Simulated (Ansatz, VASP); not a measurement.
In: VASP beside Ansatz

File INCAR:

```
ALGO = Normal
EDIFF = 1E-6
ENCUT = 520
GGA = PE
ISIF = 2
ISMEAR = -1
LASPH = True
LCHARG = True
LELF = True
LREAL = False
LVHAR = True
LWAVE = False
NBANDS = 12
NELM = 60
PREC = Accurate
SIGMA = 0.05
```

KPOINTS

```
k-points
0
Gamma
  12 12 12
```

POSCAR

```
In
1.0
    2.9596870286      0.0000000000      0.0000000000
    0.0000000000      2.9596870286      0.0000000000
    0.0000000000      0.0000000000      2.9596870286
In
1
Direct
    0.0000000000      0.0000000000      0.0000000000
```

Input for Ansatz:

```yaml
crystal:
  lattice:
    - [2.9596870286, 0.0, 0.0]
    - [0.0, 2.9596870286, 0.0]
    - [0.0, 0.0, 2.9596870286]
  atoms:
    - { symbol: In, position: [0.0, 0.0, 0.0] }
kpoints:
  mp_grid: { grid: [12, 12, 12] }
scf:
  occupations: { method: fermi_dirac, width: 0.05 }
hamiltonian:
  xc: pbe
  pseudopotentials: { kind: all_electron, lapw: { basis_error: 0.001 } }
output:
  forces: true
  stress: true
  eigenvalues: true
  populations: true
```

Change from the starting cell: volume scaled by 0.88, LAPW.

Alike in both runs: task single point; functional PBE; k mesh 12 × 12 × 12; occupations fermi-dirac, width 0.05 eV; no spin polarisation.

|  | VASP | Ansatz |
| --- | --- | --- |
| version | VASP 6.6.1 | Ansatz 0.2.0 |
| potentials or method | VASP PAW PBE potentials, release 64 (In_d), cutoff 520 eV | all-electron LAPW, scalar-relativistic |

VASP gave:

| Quantity | Value |
| --- | --- |
| pressure (GPa) | 5.7 |

Task: Which values does Ansatz return?

Result: Pressure (GPa): 5.8.

Ansatz ran all-electron here, and VASP with PAW potentials.
